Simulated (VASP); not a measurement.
Here is a VASP 6.6.1 calculation.

The input INCAR:

```
SYSTEM = Sn2Ge
ALGO = Normal
EDIFF = 1E-6
ENCUT = 520
GGA = PE
GGA_COMPAT = .False.
ISIF = 2
ISMEAR = -1
KPAR = 4
LASPH = .True.
LCHARG = .False.
LNONCOLLINEAR = .True.
LORBIT = 11
LORBMOM = .True.
LREAL = .False.
LSORBIT = .True.
LWAVE = .False.
MAGMOM = 0 0 0 0 0 0 0 0 0 0 0 0 0 0 0 0 0 0
NBANDS = 100
NELM = 150
PREC = Accurate
SIGMA = 0.02
```

KPOINTS

```
k-points
0
Gamma
  6 6 2
  0 0 0
```

The input POSCAR:

```
Sn2Ge
1.0
    4.4557997908      0.0000000000      0.0000000000
   -2.2278998954      3.8588358131      0.0000000000
    0.0000000000      0.0000000000     10.8302803197
Ge Sn
2 4
Direct
    0.0000000000      0.0000000000     -0.0074855361
    0.6666666667      0.3333333333      0.6717786840
    0.3333333333      0.6666666667      0.3344090057
    0.6666666667      0.3333333333      0.9175818747
    0.3333333333      0.6666666667      0.5964564279
    0.0000000000      0.0000000000      0.2372595438
```

Potentials or basis: VASP PAW PBE potentials, release 64 (Ge_d, Sn_d).

The run is started by

```console
$ cat potpaw_PBE.64/Ge_d/POTCAR potpaw_PBE.64/Sn_d/POTCAR > POTCAR
$ mpirun -np 4 vasp_ncl > vasp.out
```

Question: Estimate the pressure.

Answer: 1.8 GPa.

Question: Estimate the net moment.

Answer: 0.00 μB per cell.

Forces in eV/Å, atoms in the order of the input:
```
Ge   0.000  0.000 -0.031
Ge   0.000  0.000 -0.052
Sn   0.000  0.000  0.067
Sn   0.000  0.000  0.041
Sn   0.000  0.000  0.019
Sn   0.000  0.000 -0.044
```
